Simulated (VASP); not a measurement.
# CdO (Fm-3m) in VASP: notebook, part 2 of 2

VASP 6.6.1.

**3. Electric field gradients, PBE (12.62 Å³/atom)**

This run uses another cell than the first one, of 12.62 Å³/atom.

The input, INCAR:

```
SYSTEM = CdO
PREC = Accurate
ENCUT = 520
EDIFF = 1E-8
ISMEAR = -1
SIGMA = 0.02
LREAL = .FALSE.
LASPH = .TRUE.
NELM = 120
ALGO = Normal
ISIF = 2
LWAVE = .FALSE.
LCHARG = .FALSE.
GGA = PE
LEFG = .TRUE.
NBANDS = 16
GGA_COMPAT = .FALSE.
```

The input, KPOINTS:

```
Automatic mesh
0
G
  11 11 11
  0 0 0
```

The input, POSCAR:

```
CdO
1.0
    0.0000000000      2.3284167141      2.3284167141
    2.3284167141      0.0000000000      2.3284167141
    2.3284167141      2.3284167141      0.0000000000
Cd O
1 1
Direct
    0.0000000000      0.0000000000      0.0000000000
    0.5000000000      0.5000000000      0.5000000000
```

Potentials or basis: VASP PAW PBE potentials, release 64 (Cd, O).

On the command line:

```bash
$ cat potpaw_PBE.64/Cd/POTCAR potpaw_PBE.64/O/POTCAR > POTCAR
$ mpirun -np 1 vasp_std > vasp.out
```

OUTCAR:

```text
SYSTEM = CdO
   PREC = Accurate
   ENCUT = 520
   EDIFF = 1E-8
   ISMEAR = -1
   LREAL = .FALSE.
   LASPH = .TRUE.
   NELM = 120
   ISIF = 2
   GGA = PE

 ion  position               nearest neighbor table
   1  0.000  0.000  0.000-   2 2.33   2 2.33   2 2.33   2 2.33   2 2.33   2 2.33
   2  0.500  0.500  0.500-   1 2.33   1 2.33   1 2.33   1 2.33   1 2.33   1 2.33

  LATTYP: Found a face centered cubic cell.
 ALAT       =     4.6568334282

  Lattice vectors:

 A1 = (   0.0000000000,   2.3284167141,   2.3284167141)
 A2 = (   2.3284167141,   0.0000000000,   2.3284167141)
 A3 = (   2.3284167141,   2.3284167141,   0.0000000000)

Analysis of symmetry for initial positions (statically):
=====================================================================
 Subroutine PRICEL returns:
 Original cell was already a primitive cell.

 Routine SETGRP: Setting up the symmetry group for a
 face centered cubic supercell.

[... 644 lines left out ...]
      direct lattice vectors                 reciprocal lattice vectors
     0.000000000  2.328416714  2.328416714    -0.214738194  0.214738194  0.214738194
     2.328416714  0.000000000  2.328416714     0.214738194 -0.214738194  0.214738194
     2.328416714  2.328416714  0.000000000     0.214738194  0.214738194 -0.214738194

 POSITION                                       TOTAL-FORCE (eV/Angst)
 -----------------------------------------------------------------------------------
      0.00000      0.00000      0.00000        -0.000000      0.000000     -0.000000
      2.32842      2.32842      2.32842         0.000000     -0.000000      0.000000
 -----------------------------------------------------------------------------------
    total drift:                                0.000000     -0.000000     -0.000000

  FREE ENERGIE OF THE ION-ELECTRON SYSTEM (eV)
  ---------------------------------------------------
  free  energy   TOTEN  =        -7.6531677430 eV

  energy  without entropy=       -7.6530172044  energy(sigma->0) =       -7.65309247

 Electric field gradients (V/A^2)
---------------------------------------------------------------------
 ion       V_xx      V_yy      V_zz      V_xy      V_xz      V_yz
---------------------------------------------------------------------
   1       0.000     0.000     0.000    -0.002    -0.002    -0.002
   2      -0.000    -0.000    -0.000     0.004     0.004     0.004
---------------------------------------------------------------------

 Electric field gradients after diagonalization (V/A^2)
 (convention: |V_zz| > |V_xx| > |V_yy|)
----------------------------------------------------------------------
 ion       V_xx      V_yy      V_zz     asymmetry (V_yy - V_xx)/ V_zz
----------------------------------------------------------------------
   1       0.002     0.002    -0.003       0.000
   2      -0.004    -0.004     0.007       0.000
----------------------------------------------------------------------

           NMR quadrupolar parameters

 Cq : quadrupolar parameter    Cq=e*Q*V_zz/h
 eta: asymmetry parameters     (V_yy - V_xx)/ V_zz
 Q  : nuclear electric quadrupole moment in mb (millibarn)
----------------------------------------------------------------------
 ion       Cq(MHz)       eta       Q (mb)
----------------------------------------------------------------------
   1      -0.000       0.000       1.000
   2       0.000       0.000       1.000
----------------------------------------------------------------------
```

OSZICAR:

```text
N       E                     dE             d eps       ncg     rms          rms(c)
DAV:   1     0.110698399705E+03    0.11070E+03   -0.10675E+04  1920   0.117E+03
DAV:   2    -0.641304850729E+01   -0.11711E+03   -0.10810E+03  2016   0.288E+02
DAV:   3    -0.945019593856E+01   -0.30371E+01   -0.30327E+01  2216   0.505E+01
DAV:   4    -0.945692475821E+01   -0.67288E-02   -0.67287E-02  2208   0.231E+00
DAV:   5    -0.945694377799E+01   -0.19020E-04   -0.19020E-04  2304   0.110E-01    0.110E+01
DAV:   6    -0.769594462482E+01    0.17610E+01   -0.46787E+00  2424   0.377E+01    0.973E+00
DAV:   7    -0.767217719362E+01    0.23767E-01   -0.69787E-01  1928   0.800E+00    0.503E+00
DAV:   8    -0.765665626043E+01    0.15521E-01   -0.91432E-02  1864   0.271E+00    0.764E-01
DAV:   9    -0.765303758142E+01    0.36187E-02   -0.82564E-03  2240   0.998E-01    0.105E-01
DAV:  10    -0.765314092705E+01   -0.10335E-03   -0.71336E-04  1976   0.285E-01    0.406E-02
DAV:  11    -0.765317123584E+01   -0.30309E-04   -0.56284E-05  2168   0.712E-02    0.219E-02
DAV:  12    -0.765316793992E+01    0.32959E-05   -0.89646E-06  1968   0.292E-02    0.709E-03
DAV:  13    -0.765316778658E+01    0.15335E-06   -0.98070E-07  2064   0.922E-03    0.225E-03
DAV:  14    -0.765316773540E+01    0.51178E-07   -0.65691E-08  2072   0.197E-03    0.530E-04
DAV:  15    -0.765316774299E+01   -0.75922E-08   -0.10926E-08  1456   0.995E-04
   1 F= -.76531677E+01 E0= -.76530925E+01  d E =-.150539E-03
```

stdout:

```text
POSCAR found type information on POSCAR CdO
 POSCAR found :  2 types and       2 ions
 scaLAPACK will be used
 LDA part: xc-table for (Slater+PW92), standard interpolation
 POSCAR, INCAR and KPOINTS ok, starting setup
 FFT: planning ... GRIDC
 FFT: planning ... GRID_SOFT
 FFT: planning ... GRID
 WAVECAR not read
 entering main loop
ion   1

ion   2
```

Wall time 14 s (1 thread of Intel Xeon Platinum 8375C at 2.90GHz (Ice Lake), shared host); peak memory 0.15 GiB.

Results:

| Item | Value |
| --- | --- |
| Free energy | -7.6532 eV |
| Pressure | 12.2 GPa |
| Band gap on the k mesh | zero (bands 9 and 10 overlap by 0.35 eV) |
| Largest electric field gradient by atom | zero within the noise of the run |

Caveat: the cell stands under pressure; semilocal functionals underestimate gaps, so a narrow gap can read as zero.

**4. Electric field gradients, PBE**

This run uses another cell than the first one, of 12.95 Å³/atom.

The input, INCAR:

```
ALGO = Normal
EDIFF = 1E-8
ENCUT = 520
GGA = PE
GGA_COMPAT = False
ISIF = 2
ISMEAR = -1
LASPH = True
LCHARG = False
LEFG = True
LREAL = False
LWAVE = False
NBANDS = 16
NELM = 120
PREC = Accurate
SIGMA = 0.02
```

The input, KPOINTS:

```
k-points
0
Gamma
  11 11 11
```

The input, POSCAR:

```
CdO
1.0
    0.0000000000      2.3481500000      2.3481500000
    2.3481500000      0.0000000000      2.3481500000
    2.3481500000      2.3481500000      0.0000000000
Cd O
1 1
Direct
    0.0000000000      0.0000000000      0.0000000000
    0.5000000000      0.5000000000      0.5000000000
```

Potentials or basis: VASP PAW PBE potentials, release 64 (Cd, O).

On the command line:

```bash
$ cat potpaw_PBE.64/Cd/POTCAR potpaw_PBE.64/O/POTCAR > POTCAR
$ mpirun -np 1 vasp_std > vasp.out
```

OUTCAR:

```text
EDIFF = 1E-8
   ENCUT = 520
   GGA = PE
   ISIF = 2
   ISMEAR = -1
   LASPH = True
   LREAL = False
   NELM = 120
   PREC = Accurate

 ion  position               nearest neighbor table
   1  0.000  0.000  0.000-   2 2.35   2 2.35   2 2.35   2 2.35   2 2.35   2 2.35
   2  0.500  0.500  0.500-   1 2.35   1 2.35   1 2.35   1 2.35   1 2.35   1 2.35

  LATTYP: Found a face centered cubic cell.
 ALAT       =     4.6963000000

  Lattice vectors:

 A1 = (   0.0000000000,   2.3481500000,   2.3481500000)
 A2 = (   2.3481500000,   0.0000000000,   2.3481500000)
 A3 = (   2.3481500000,   2.3481500000,   0.0000000000)

Analysis of symmetry for initial positions (statically):
[... 666 lines left out ...]
  free  energy   TOTEN  =        -7.6941609583 eV

  energy  without entropy=       -7.6940093664  energy(sigma->0) =       -7.69408516

 Electric field gradients (V/A^2)
---------------------------------------------------------------------
 ion       V_xx      V_yy      V_zz      V_xy      V_xz      V_yz
---------------------------------------------------------------------
   1      -0.000     0.000    -0.000    -0.000    -0.000    -0.000
   2       0.000     0.000     0.000     0.001     0.001     0.001
---------------------------------------------------------------------

 Electric field gradients after diagonalization (V/A^2)
 (convention: |V_zz| > |V_xx| > |V_yy|)
----------------------------------------------------------------------
 ion       V_xx      V_yy      V_zz     asymmetry (V_yy - V_xx)/ V_zz
----------------------------------------------------------------------
   1       0.000     0.000    -0.001       0.000
   2      -0.001    -0.001     0.001       0.000
----------------------------------------------------------------------

           NMR quadrupolar parameters

 Cq : quadrupolar parameter    Cq=e*Q*V_zz/h
 eta: asymmetry parameters     (V_yy - V_xx)/ V_zz
 Q  : nuclear electric quadrupole moment in mb (millibarn)
----------------------------------------------------------------------
 ion       Cq(MHz)       eta       Q (mb)
----------------------------------------------------------------------
   1      -0.000       0.000       1.000
   2       0.000       0.000       1.000
----------------------------------------------------------------------
```

stdout:

```text
POSCAR found type information on POSCAR CdO
 POSCAR found :  2 types and       2 ions
 scaLAPACK will be used
 LDA part: xc-table for (Slater+PW92), standard interpolation
 POSCAR, INCAR and KPOINTS ok, starting setup
 FFT: planning ... GRIDC
 FFT: planning ... GRID_SOFT
 FFT: planning ... GRID
 WAVECAR not read
 entering main loop
ion   1

ion   2
```

Wall time 29 s (1 thread of Intel Xeon Platinum 8375C at 2.90GHz (Ice Lake), shared host); peak memory 0.17 GiB.

Results:

```
Free energy                             : -7.6942 eV
Pressure                                : 7.9 GPa
Band gap on the k mesh                  : zero (bands 9 and 10 overlap by 0.40 eV)
Largest electric field gradient by atom : zero within the noise of the run
```

Caveat: the cell stands under pressure; semilocal functionals underestimate gaps, so a narrow gap can read as zero.

**5. The runs side by side**

| cell | gap on the mesh (eV) | pressure (GPa) |
| --- | --- | --- |
| a = 3.264 Å, angles 60.0°, 2 atoms | none | 17.3 |
| a = 3.293 Å, angles 60.0°, 2 atoms | none | 12.2 |
| a = 3.321 Å, angles 60.0°, 2 atoms | none | 7.9 |

Alike in all rows: task electric field gradients; level PBE; potentials or basis VASP PAW PBE potentials, release 64 (Cd, O); no spin polarisation; k mesh 11 × 11 × 11; cutoff (eV) 520; smearing fermi-dirac 0.02 eV.

Caveats: the cell stands under pressure; semilocal functionals underestimate gaps, so a narrow gap can read as zero.

Absolute energies hang on the potentials; compare differences alone.
